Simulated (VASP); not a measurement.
# Si (Fd-3m) in VASP: further runs

Runs on Si. Level: PBEsol. Tasks: single point.

All numbers are computed with VASP 6.6.1; they aren't measurements. Logs are shortened: lines on timing, memory, paths and dates and some standing lists are left out, and cuts for length are marked.

## 1. The cell of the first run

Symmetry: Fd-3m, No. 227, cubic system. Conventional cell: a = 5.434 Å, b = 5.434 Å, c = 5.434 Å, α = 90.00°, β = 90.00°, γ = 90.00°. Within 3.1 Å of Si (site symmetry -43m) lie 4 Si at 2.35 Å.

## 2. Single point, PBEsol

File INCAR:

```
SYSTEM = Si
ALGO = Normal
EDIFF = 1E-6
ENCUT = 520
GGA = PS
ISIF = 2
ISMEAR = 0
LASPH = .TRUE.
LCHARG = .TRUE.
LELF = .TRUE.
LREAL = .FALSE.
LVHAR = .TRUE.
LWAVE = .FALSE.
NBANDS = 11
NELM = 80
PREC = Accurate
SIGMA = 0.01
```

File KPOINTS:

```
k-points
0
G
  12 12 12
  0 0 0
```

File POSCAR:

```
Si
1.0
    0.0000000000      2.7167528090      2.7167528090
    2.7167528090      0.0000000000      2.7167528090
    2.7167528090      2.7167528090      0.0000000000
Si
2
Direct
    0.5000000000      0.5000000000      0.5000000000
    0.7500000000      0.7500000000      0.7500000000
```

Potentials or basis: VASP PAW PBE potentials, release 64 (Si).

Run with:

```bash
cat potpaw_PBE.64/Si/POTCAR > POTCAR
mpirun -np 1 vasp_std > vasp.out
```

OUTCAR:

```text
SYSTEM = Si
   EDIFF = 1E-6
   ENCUT = 520
   GGA = PS
   ISIF = 2
   ISMEAR = 0
   LASPH = .TRUE.
   LREAL = .FALSE.
   NELM = 80
   PREC = Accurate

 ion  position               nearest neighbor table
   1  0.500  0.500  0.500-   2 2.35   2 2.35   2 2.35   2 2.35
   2  0.750  0.750  0.750-   1 2.35   1 2.35   1 2.35   1 2.35

  LATTYP: Found a face centered cubic cell.
 ALAT       =     5.4335056180

  Lattice vectors:

 A1 = (   0.0000000000,   2.7167528090,   2.7167528090)
 A2 = (   2.7167528090,   0.0000000000,   2.7167528090)
 A3 = (   2.7167528090,   2.7167528090,   0.0000000000)

Analysis of symmetry for initial positions (statically):
=====================================================================
 Subroutine PRICEL returns:
 Original cell was already a primitive cell.

 Routine SETGRP: Setting up the symmetry group for a
 face centered cubic supercell.

 Subroutine GETGRP returns: Found 48 space group operations
 (whereof 24 operations were pure point group operations)
 out of a pool of 48 trial point group operations.

The static configuration has the point symmetry T_d .
 The point group associated with its full space group is O_h .

Analysis of symmetry for dynamics (positions and initial velocities):
=====================================================================
 Subroutine PRICEL returns:
 Original cell was already a primitive cell.

 Routine SETGRP: Setting up the symmetry group for a
 face centered cubic supercell.

 Subroutine GETGRP returns: Found 48 space group operations
 (whereof 24 operations were pure point group operations)
 out of a pool of 48 trial point group operations.

The dynamic configuration has the point symmetry T_d .
 The point group associated with its full space group is O_h .

 Subroutine INISYM returns: Found 48 space group operations
 (whereof 24 operations are pure point group operations),
 and found     1 'primitive' translations

----------------------------------------------------------------------------------------

                                     Primitive cell

  volume of cell :      40.1033

  direct lattice vectors                    reciprocal lattice vectors
     0.000000000  2.716752809  2.716752809    -0.184043244  0.184043244  0.184043244
     2.716752809  0.000000000  2.716752809     0.184043244 -0.184043244  0.184043244
     2.716752809  2.716752809  0.000000000     0.184043244  0.184043244 -0.184043244

  length of vectors
     3.842068668  3.842068668  3.842068668     0.318772249  0.318772249  0.318772249

  position of ions in fractional coordinates (direct lattice)
     0.500000000  0.500000000  0.500000000
     0.750000000  0.750000000  0.750000000

  ion indices of the primitive-cell ions
   primitive index   ion index
                 1           1
                 2           2

----------------------------------------------------------------------------------------

 KPOINTS: k-points

Automatic generation of k-mesh.
 Grid dimensions read from file:
 generate k-points for:   12   12   12

 Generating k-lattice:

  Cartesian coordinates                     Fractional coordinates (reciprocal lattice)
    -0.015336937  0.015336937  0.015336937     0.083333333  0.000000000  0.000000000
     0.015336937 -0.015336937  0.015336937     0.000000000  0.083333333  0.000000000
     0.015336937  0.015336937 -0.015336937     0.000000000  0.000000000  0.083333333

  Length of vectors
     0.026564354  0.026564354  0.026564354

  Shift w.r.t. Gamma in fractional coordinates (k-lattice)
     0.000000000  0.000000000  0.000000000

 Subroutine IBZKPT returns following result:
 ===========================================

 Found     72 irreducible k-points:

 Following reciprocal coordinates:
            Coordinates               Weight
  0.000000  0.000000  0.000000      1.000000
  0.083333  0.000000  0.000000      8.000000
  0.166667  0.000000  0.000000      8.000000
  0.250000  0.000000  0.000000      8.000000
  0.333333  0.000000  0.000000      8.000000
  0.416667  0.000000  0.000000      8.000000
[... 16 lines left out ...]
  0.500000  0.166667  0.000000     24.000000
 -0.416667  0.166667  0.000000     24.000000
 [... further k-points ...]
   k-points           NKPTS =     72   k-points in BZ     NKDIM =     72   number of bands    NBANDS=     11
   number of dos      NEDOS =    301   number of ions     NIONS =      2
   total plane-waves  NPLWV =  27000
   dimension x,y,z NGX =    30 NGY =   30 NGZ =   30
   dimension x,y,z NGXF=    60 NGYF=   60 NGZF=   60
   ions per type =               2
   NGX,Y,Z   is equivalent  to a cutoff of  12.98, 12.98, 12.98 a.u.
   NGXF,Y,Z  is equivalent  to a cutoff of  25.96, 25.96, 25.96 a.u.
 SYSTEM =  Si
   PREC   = accura    normal or accurate (medium, high low for compatibility)
   ISTART =      0    job   : 0-new  1-cont  2-samecut
   ICHARG =      2    charge: 1-file 2-atom 10-const
   ISPIN  =      1    spin polarized calculation?
   LNONCOLLINEAR =      F non collinear calculations
   LSORBIT =      F    spin-orbit coupling
   LASPH  =      T    aspherical Exc in radial PAW
   ENCUT  =  520.0 eV  38.22 Ry    6.18 a.u.   7.14  7.14  7.14*2*pi/ulx,y,z
   NELM   =     80;   NELMIN=  2; NELMDL= -5     # of ELM steps
   EDIFF  = 0.1E-05   stopping-criterion for ELM
   LREAL  =      F    real-space projection
   EDIFFG = 0.1E-04   stopping-criterion for IOM
   NSW    =      0    number of steps for IOM
   IBRION =     -1    ionic relax: 0-MD 1-quasi-New 2-CG
   NFREE  =      0    steps in history (QN), initial steepest desc. (CG)
   ISIF   =      2    stress and relaxation
   ISYM   =      2    0-nonsym 1-usesym 2-fastsym
   POTIM  = 0.5000    time-step for ionic-motion
   TEBEG  =    0.0;   TEEND  =   0.0 temperature during run
   PSTRESS=    0.0 pullay stress
   NELECT =       8.0000    total number of electrons
   NUPDOWN=      -1.0000    fix difference up-down
   EMIN   =  10.00;   EMAX   =-10.00  energy-range for DOS
   EFERMI =   0.00;   METHOD = LEGACY
   ISMEAR =     0;   SIGMA  =   0.01  broadening in eV -4-tet -1-fermi 0-gaus
   EFERMI_NEDOS =   21; number of points for ismear=-14 and -15
   IALGO  =     38    algorithm
   IMIX   =      4    mixing-type and parameters
     AMIX     =   0.40;   BMIX     =  1.00
     AMIX_MAG =   1.60;   BMIX_MAG =  1.00
  volume/ion in A,a.u.               =      20.05       135.32
  Fermi-wavevector in a.u.,A,eV,Ry     =   0.956558  1.807633 12.449378  0.915003
  Thomas-Fermi vector in A             =   2.085497
   LORBIT       =      0    0 simple, 1 ext, 2 COOP (PROOUT), +10 PAW based schemes
   GGA     = PS    functional components
   LHFCALC =     F    Hartree Fock is set to
   AEXX    =    0.0000 exact exchange contribution
   IVDW    =     0    specifies the selected vdW correction
   LEPSILON=     F    determine dielectric tensor
   LRPA    =     F    only Hartree local field effects (RPA)
 non-spin polarized calculation
 Gauss-broadening in eV      SIGMA  =   0.01
  energy-cutoff  :      520.00
  volume of cell :       40.10
 maximum number of plane-waves:      1106
 NGX is ok and might be reduce to    30
   NGX = 15   NGY = 15   NGZ = 15

 number of electron       8.0000000 magnetization

 Free energy of the ion-electron system (eV)
  ---------------------------------------------------
  ext. energy  EPLUGINS =         0.00000000
  ---------------------------------------------------
  free energy    TOTEN  =       -11.49323964 eV

  energy without entropy =      -11.49323964  energy(sigma->0) =      -11.49323964

 E-fermi :   5.8435     XC(G=0):  -9.5479

 val. band max:        5.7740267368   @ k =   0.0000   0.0000   0.0000
 cond. band min:       6.2333389022   @ k =   0.4167   0.4167   0.0000
 fundamental gap:      0.4593121654
 Fermi energy:         5.8434762859

 k-point     1 :       0.0000    0.0000    0.0000
  band No.  band energies     occupation
      1      -6.2056      2.00000
      2       5.7740      2.00000
      3       5.7740      2.00000
      4       5.7740      2.00000
      5       8.2909      0.00000
      6       8.2909      0.00000
      7       8.2909      0.00000
      8       9.0805      0.00000
      9      13.4618      0.00000
     10      13.4618      0.00000
     11      13.4783      0.00000

 k-point     2 :       0.0833    0.0000    0.0000
  band No.  band energies     occupation
      1      -6.1144      2.00000
      2       4.9062      2.00000
      3       5.6285      2.00000
      4       5.6285      2.00000
      5       8.3279      0.00000
      6       8.5042      0.00000
      7       8.5042      0.00000
      8       9.7483      0.00000
      9      13.1792      0.00000
     10      13.1792      0.00000
     11      13.8734      0.00000

 k-point     3 :       0.1667    0.0000    0.0000
  band No.  band energies     occupation
      1      -5.8434      2.00000
      2       3.3762      2.00000
      3       5.3196      2.00000
      4       5.3196      2.00000
      5       8.0593      0.00000
      6       8.9413      0.00000
      7       8.9413      0.00000
      8      11.1657      0.00000
      9      12.7981      0.00000
     10      12.7981      0.00000
     11      14.6378      0.00000

 k-point     4 :       0.2500    0.0000    0.0000
  band No.  band energies     occupation
      1      -5.4035      2.00000
      2       1.8248      2.00000
      3       5.0097      2.00000
      4       5.0097      2.00000
      5       7.7301      0.00000
      6       9.2311      0.00000
      7       9.2311      0.00000
      8      12.6096      0.00000
      9      12.9046      0.00000
     10      12.9046      0.00000
     11      14.5533      0.00000
[... 239 lines left out ...]
 k-point    22 :       0.4167    0.1667    0.0000
  band No.  band energies     occupation
      1      -4.2914      2.00000
      2       0.0822      2.00000
      3       3.3162      2.00000
      4       3.9314      2.00000
      5       7.6944      0.00000
      6       9.9728      0.00000
      7      10.6154      0.00000
      8      10.7373      0.00000
      9      15.5076      0.00000
     10      15.9155      0.00000
     11      16.5256      0.00000

 k-point    23 :       0.5000    0.1667    0.0000
  band No.  band energies     occupation
      1      -3.7025      2.00000
      2      -0.8593      2.00000
      3       2.9692      2.00000
      4       3.9868      2.00000
      5       7.7250      0.00000
      6       9.8214      0.00000
      7      10.3377      0.00000
      8      12.1128      0.00000
      9      15.0472      0.00000
     10      16.1969      0.00000
     11      17.4236      0.00000

 k-point    24 :      -0.4167    0.1667    0.0000
  band No.  band energies     occupation
      1      -3.5863      2.00000
      2      -1.0211      2.00000
      3       2.7530      2.00000
      4       4.1729      2.00000
      5       7.8736      0.00000
      6       9.7686      0.00000
      7      10.1096      0.00000
      8      13.6620      0.00000
      9      14.2200      0.00000
     10      14.4985      0.00000
     11      16.7869      0.00000

 [... further k-points ...]
[... 5 lines left out ...]
  --------------------------------------------------------------------------------------
  -------------------------------------------------------------------------------------
  Total        0.0292050      0.0292050      0.0292050      0.0000000      0.0000000      0.0000000
  in kB        1.1667751      1.1667751      1.1667751      0.0000000      0.0000000      0.0000000
  external PRESSURE =       1.1667751 kB  Pullay stress =       0.0000000 kB

 VOLUME and BASIS-vectors are now :
 -----------------------------------------------------------------------------
  energy-cutoff  :      520.00
  volume of cell :       40.10
      direct lattice vectors                 reciprocal lattice vectors
     0.000000000  2.716752809  2.716752809    -0.184043244  0.184043244  0.184043244
     2.716752809  0.000000000  2.716752809     0.184043244 -0.184043244  0.184043244
     2.716752809  2.716752809  0.000000000     0.184043244  0.184043244 -0.184043244

 POSITION                                       TOTAL-FORCE (eV/Angst)
 -----------------------------------------------------------------------------------
      2.71675      2.71675      2.71675        -0.000000     -0.000000     -0.000000
      4.07513      4.07513      4.07513         0.000000      0.000000      0.000000
 -----------------------------------------------------------------------------------
    total drift:                                0.000000     -0.000000     -0.000000

  FREE ENERGIE OF THE ION-ELECTRON SYSTEM (eV)
  ---------------------------------------------------
  free  energy   TOTEN  =       -11.4932396374 eV

  energy  without entropy=      -11.4932396374  energy(sigma->0) =      -11.49323964
```

It took 24 s on 1 thread of Intel Xeon Platinum 8259CL at 2.50GHz (Skylake/Cascade Lake), shared host; peak memory 0.17 GiB.

Results:

| Property | Result |
| --- | --- |
| Free energy | -11.4932 eV |
| Pressure | 0.1 GPa |
| Band gap on the k mesh | 0.46 eV, indirect (least direct gap 2.52 eV) |

Caveat: the PAW data sets were made with another functional, which shifts forces and pressure a little. A k mesh can miss the band edges.

## 3. Single point, PBEsol

File INCAR:

```
SYSTEM = Si
  PREC = Accurate
  ENCUT = 520
  EDIFF = 1E-7
  ISMEAR = 0
  SIGMA = 0.02
  LREAL = .False.
  LASPH = .True.
  NELM = 100
  ALGO = Normal
  ISIF = 2
  LWAVE = .False.
  LCHARG = .False.
  GGA = PS
  NBANDS = 11
```

File KPOINTS:

```
Automatic mesh
0
Gamma
  12 12 12
  0 0 0
```

POSCAR is that of step 2.

Potentials or basis: VASP PAW PBE potentials, release 64 (Si).

Run with:

```bash
cat potpaw_PBE.64/Si/POTCAR > POTCAR
mpirun -np 1 vasp_std > vasp.out
```

Run time: 25 s. Hardware: 1 thread of Intel Xeon Platinum 8259CL at 2.50GHz (Skylake/Cascade Lake), shared host; peak memory 0.17 GiB.

It converged, with:

```yaml
Free_energy: -11.4932 eV
Pressure: 0.1 GPa
Band_gap_on_the_k_mesh: 0.46 eV, indirect (least direct gap 2.52 eV)
```

Levels at points of the mesh, in eV from the valence-band top:
| k point | band 1 | band 2 | band 3 | band 4 | band 5 | band 6 | band 7 | band 8 | band 9 |
| --- | --- | --- | --- | --- | --- | --- | --- | --- | --- |
| (0.00, 0.00, 0.00) | -11.98 | 0.00 | 0.00 | 0.00 | 2.52 | 2.52 | 2.52 | 3.31 | 7.69 |
| (0.50, 0.00, 0.00) | -9.63 | -7.01 | -1.20 | -1.20 | 1.46 | 3.27 | 3.27 | 7.51 | 10.51 |
| (0.50, 0.50, 0.00) | -7.82 | -7.82 | -2.87 | -2.87 | 0.59 | 0.59 | 10.05 | 10.05 | 10.93 |

Caveat: the PAW data sets were made with another functional, which shifts forces and pressure a little. A k mesh can miss the band edges.

## 4. Single point, PBEsol (volume scaled by 1.02)

File INCAR:

```
ALGO = Normal
EDIFF = 1E-6
ENCUT = 520
GGA = PS
ISIF = 2
ISMEAR = 0
LASPH = T
LCHARG = T
LELF = T
LREAL = F
LVHAR = T
LWAVE = F
NBANDS = 11
NELM = 100
PREC = Accurate
SIGMA = 0.01
```

File KPOINTS:

```
k-points
0
Gamma
  12 12 12
```

File POSCAR:

```
Si
1.0
    0.0000000000      2.7347450738      2.7347450738
    2.7347450738      0.0000000000      2.7347450738
    2.7347450738      2.7347450738      0.0000000000
Si
2
Direct
    0.5000000000      0.5000000000      0.5000000000
    0.7500000000      0.7500000000      0.7500000000
```

Run with:

```bash
cat potpaw_PBE.64/Si/POTCAR > POTCAR
mpirun -np 1 vasp_std > vasp.out
```

Run time: 24 s. Hardware: 1 thread of Intel Xeon Platinum 8259CL at 2.50GHz (Skylake/Cascade Lake), shared host; peak memory 0.17 GiB.

The run converged. Its results:

```yaml
Free_energy: -11.4893 eV
Pressure: -1.7 GPa
Band_gap_on_the_k_mesh: 0.49 eV, indirect (least direct gap 2.51 eV)
```

Levels at points of the mesh, in eV from the valence-band top:
```
           k point  band 2  band 3  band 4  band 5  band 6  band 7
(0.00, 0.00, 0.00)    0.00    0.00    0.00    2.51    2.51    2.51
(0.50, 0.00, 0.00)   -6.92   -1.18   -1.18    1.39    3.28    3.28
(0.50, 0.50, 0.00)   -7.76   -2.82   -2.82    0.63    0.63    9.88
```

Caveat: the PAW data sets were made with another functional, which shifts forces and pressure a little.

## 5. The runs side by side

| cell | smearing | gap on the mesh (eV) | pressure (GPa) |
| --- | --- | --- | --- |
| a = 3.842 Å, angles 60.0°, 2 atoms | gaussian 0.01 eV | 0.46 | 0.1 |
| a = 3.842 Å, angles 60.0°, 2 atoms | gaussian 0.02 eV | 0.46 | 0.1 |
| a = 3.868 Å, angles 60.0°, 2 atoms | gaussian 0.01 eV | 0.49 | -1.7 |

Alike in all rows: task single point; level PBEsol; potentials or basis VASP PAW PBE potentials, release 64 (Si); no spin polarisation; k mesh 12 × 12 × 12; cutoff (eV) 520.

Caveats: the PAW data sets were made with another functional, which shifts forces and pressure a little.

Absolute energies hang on the potentials; compare differences alone.
